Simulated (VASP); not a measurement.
# CdI2 (P-3m1) in VASP: notebook, part 2 of 2

VASP 6.6.1.

### Step 3. Electric field gradients, PBE

The input, INCAR:

```
PREC = Accurate ; ENCUT = 400
EDIFF = 1E-8 ; ISMEAR = -1
SIGMA = 0.02 ; LREAL = False
LASPH = True ; NELM = 120
ALGO = Normal ; ISIF = 2
LWAVE = False ; LCHARG = False
GGA = PE ; LEFG = True
NBANDS = 20 ; GGA_COMPAT = False
```

The input, KPOINTS:

```
Automatic mesh
0
Gamma
  7 7 4
```

The input, POSCAR:

```
CdI2
1.0
    4.2439992147      0.0000000000      0.0000000000
   -2.1219996073      3.6754111335      0.0000000000
    0.0000000000      0.0000000000      6.8590000000
Cd I
1 2
Direct
    0.0000000000      0.0000000000      0.0000000000
    0.3333333333      0.6666666667      0.2492000000
    0.6666666667      0.3333333333      0.7508000000
```

Potentials or basis: VASP PAW PBE potentials, release 64 (Cd, I).

Started as:

```sh
cat potpaw_PBE.64/Cd/POTCAR potpaw_PBE.64/I/POTCAR > POTCAR
mpirun -np 1 vasp_std > vasp.out
```

OUTCAR:

```text
PREC = Accurate
   ENCUT = 400
   EDIFF = 1E-8
   ISMEAR = -1
   LREAL = False
   LASPH = True
   NELM = 120
   ISIF = 2
   GGA = PE

 ion  position               nearest neighbor table
   1  0.000  0.000  0.000-   2 2.99   3 2.99   2 2.99   3 2.99   3 2.99   2 2.99
   2  0.333  0.667  0.249-   1 2.99   1 2.99   1 2.99
   3  0.667  0.333  0.751-   1 2.99   1 2.99   1 2.99

  LATTYP: Found a hexagonal cell.
 ALAT       =     4.2439992147
 C/A-ratio  =     1.6161642953

  Lattice vectors:

 A1 = (   4.2439992147,   0.0000000000,   0.0000000000)
 A2 = (  -2.1219996073,   3.6754111335,   0.0000000000)
 A3 = (   0.0000000000,   0.0000000000,   6.8590000000)

Analysis of symmetry for initial positions (statically):
=====================================================================
 Subroutine PRICEL returns:
 Original cell was already a primitive cell.

[... 748 lines left out ...]
     0.000000000  0.000000000  6.859000000     0.000000000  0.000000000  0.145793847

 POSITION                                       TOTAL-FORCE (eV/Angst)
 -----------------------------------------------------------------------------------
      0.00000      0.00000      0.00000        -0.000000      0.000000      0.000000
     -0.00000      2.45027      1.70926         0.000000      0.000000      0.143843
      2.12200      1.22514      5.14974        -0.000000     -0.000000     -0.143843
 -----------------------------------------------------------------------------------
    total drift:                               -0.000000      0.000000      0.000000

  FREE ENERGIE OF THE ION-ELECTRON SYSTEM (eV)
  ---------------------------------------------------
  free  energy   TOTEN  =        -5.4834268054 eV

  energy  without entropy=       -5.4834268054  energy(sigma->0) =       -5.48342681

 Electric field gradients (V/A^2)
---------------------------------------------------------------------
 ion       V_xx      V_yy      V_zz      V_xy      V_xz      V_yz
---------------------------------------------------------------------
   1      -0.963    -0.964     1.926    -0.001     0.000    -0.000
   2      27.439    27.439   -54.877    -0.000    -0.000     0.000
   3      27.439    27.439   -54.877    -0.000    -0.000     0.000
---------------------------------------------------------------------

 Electric field gradients after diagonalization (V/A^2)
 (convention: |V_zz| > |V_xx| > |V_yy|)
----------------------------------------------------------------------
 ion       V_xx      V_yy      V_zz     asymmetry (V_yy - V_xx)/ V_zz
----------------------------------------------------------------------
   1      -0.964    -0.962     1.926       0.001
   2      27.439    27.439   -54.877       0.000
   3      27.439    27.439   -54.877       0.000
----------------------------------------------------------------------

           NMR quadrupolar parameters

 Cq : quadrupolar parameter    Cq=e*Q*V_zz/h
 eta: asymmetry parameters     (V_yy - V_xx)/ V_zz
 Q  : nuclear electric quadrupole moment in mb (millibarn)
----------------------------------------------------------------------
 ion       Cq(MHz)       eta       Q (mb)
----------------------------------------------------------------------
   1       0.005       0.001       1.000
   2      -0.133       0.000       1.000
   3      -0.133       0.000       1.000
----------------------------------------------------------------------
```

OSZICAR:

```text
N       E                     dE             d eps       ncg     rms          rms(c)
DAV:   1     0.141838980181E+03    0.14184E+03   -0.10034E+04  1120   0.900E+02
DAV:   2     0.215567861981E+01   -0.13968E+03   -0.13489E+03  1352   0.229E+02
DAV:   3    -0.568711057722E+01   -0.78428E+01   -0.78193E+01  1300   0.545E+01
DAV:   4    -0.581430681002E+01   -0.12720E+00   -0.12718E+00  1528   0.677E+00
DAV:   5    -0.581520386288E+01   -0.89705E-03   -0.89704E-03  1356   0.593E-01    0.641E+00
DAV:   6    -0.550901351335E+01    0.30619E+00   -0.55328E-01  1188   0.751E+00    0.533E+00
DAV:   7    -0.548369427214E+01    0.25319E-01   -0.19719E-01  1268   0.271E+00    0.212E+00
DAV:   8    -0.548349456027E+01    0.19971E-03   -0.25536E-02  1232   0.171E+00    0.427E-01
DAV:   9    -0.548338710676E+01    0.10745E-03   -0.24516E-03  1284   0.519E-01    0.142E-01
DAV:  10    -0.548341789339E+01   -0.30787E-04   -0.29222E-04  1264   0.162E-01    0.381E-02
DAV:  11    -0.548342577361E+01   -0.78802E-05   -0.29057E-05  1308   0.450E-02    0.192E-02
DAV:  12    -0.548342703023E+01   -0.12566E-05   -0.38100E-06  1284   0.193E-02    0.966E-03
DAV:  13    -0.548342699996E+01    0.30265E-07   -0.10473E-06  1268   0.716E-03    0.174E-03
DAV:  14    -0.548342684999E+01    0.14997E-06   -0.19252E-07  1316   0.460E-03    0.725E-04
DAV:  15    -0.548342682474E+01    0.25247E-07   -0.30282E-08  1268   0.921E-04    0.566E-04
DAV:  16    -0.548342680041E+01    0.24329E-07   -0.32891E-09   776   0.445E-04    0.104E-04
DAV:  17    -0.548342680537E+01   -0.49579E-08   -0.66056E-10   692   0.141E-04
   1 F= -.54834268E+01 E0= -.54834268E+01  d E =-.180066E-10
```

stdout:

```text
POSCAR found type information on POSCAR CdI
 POSCAR found :  2 types and       3 ions
 scaLAPACK will be used
 LDA part: xc-table for (Slater+PW92), standard interpolation
 POSCAR, INCAR and KPOINTS ok, starting setup
 FFT: planning ... GRIDC
 FFT: planning ... GRID_SOFT
 FFT: planning ... GRID
 WAVECAR not read
 entering main loop
ion   1

ion   2

ion   3
```

Wall time 55 s (1 thread of Intel Xeon Platinum 8375C at 2.90GHz (Ice Lake), shared host); peak memory 0.2 GiB.

What came out:

```yaml
Free_energy: -5.4834 eV
Pressure: 1.8 GPa
Largest_force: 0.144 eV/Å
Band_gap_on_the_k_mesh: 2.41 eV, indirect (least direct gap 2.61 eV)
```

Forces in eV/Å, atoms in the order of the input:
```
Cd   0.000  0.000  0.000
I    0.000  0.000  0.144
I    0.000  0.000 -0.144
```

Levels at points of the mesh, in eV from the valence-band top:
| k point | band 11 | band 12 | band 13 | band 14 | band 15 | band 16 |
| --- | --- | --- | --- | --- | --- | --- |
| (0.00, 0.00, 0.00) | -0.16 | -0.16 | -0.13 | 2.48 | 4.45 | 6.33 |
| (0.00, 0.00, 0.50) | -0.43 | -0.02 | -0.02 | 3.60 | 4.50 | 6.12 |

Electric field gradients, principal values (V/Å²):
```
atom   least  middle  greatest (by size)
1 Cd  -0.962  -0.964               1.926
 2 I  27.439  27.439             -54.877
 3 I  27.439  27.439             -54.877
```

Caveat: without QUAD_EFG the Cq values of the log hold for a quadrupole moment of 1 mb, not for the nuclei; spin-orbit coupling is left out, which moves the levels of the heavy elements; this functional lacks dispersion, which binds the layers, so the pressure and a relaxed spacing across them are unreliable.

### Step 4. Density of states, PBE

POSCAR is that of step 3.

The input, INCAR.step1:

```
PREC = Accurate
ENCUT = 400
EDIFF = 1E-6
ISMEAR = -1
SIGMA = 0.02
LREAL = F
LASPH = T
NELM = 120
ALGO = Normal
ISIF = 2
LWAVE = F
LCHARG = T
GGA = PE
NBANDS = 20
GGA_COMPAT = F
NEDOS = 2001
LORBIT = 11
```

The input, KPOINTS.step1:

```
regular mesh
0
Gamma
  7 7 4
```

The input, INCAR.step2:

```
PREC = Accurate
ENCUT = 400
EDIFF = 1E-6
ISMEAR = -5
SIGMA = 0.02
LREAL = F
LASPH = T
NELM = 120
ALGO = Normal
ISIF = 2
LWAVE = F
LCHARG = F
GGA = PE
LORBIT = 11
NEDOS = 2001
ICHARG = 11
GGA_COMPAT = F
```

The input, KPOINTS.step2:

```
regular mesh
0
Gamma
  11 11 6
```

Started as:

```sh
cat potpaw_PBE.64/Cd/POTCAR potpaw_PBE.64/I/POTCAR > POTCAR
cp INCAR.step1 INCAR
cp KPOINTS.step1 KPOINTS
mpirun -np 1 vasp_std > vasp.out
cp INCAR.step2 INCAR
cp KPOINTS.step2 KPOINTS
mpirun -np 1 vasp_std > vasp.out
```

It took 88 s on 1 thread of Intel Xeon Platinum 8375C at 2.90GHz (Ice Lake), shared host; peak memory 0.24 GiB.

The run converged. Its results:

| Item | Value |
| --- | --- |
| Valence electrons inside the program's atomic spheres | Cd 10.20; I 4.30 |

Levels at points of the mesh, in eV from the valence-band top:
```
           k point  band 10  band 11  band 12  band 13  band 14  band 15  band 16  band 17
(0.00, 0.00, 0.00)    -0.31    -0.16    -0.16    -0.13     2.48     4.46     6.33     6.33
(0.00, 0.00, 0.50)    -0.43    -0.43    -0.01    -0.01     3.60     4.50     6.12     6.12
```

Caveat: spin-orbit coupling is left out, which moves the levels of the heavy elements; this functional lacks dispersion, which binds the layers, so the pressure and a relaxed spacing across them are unreliable.
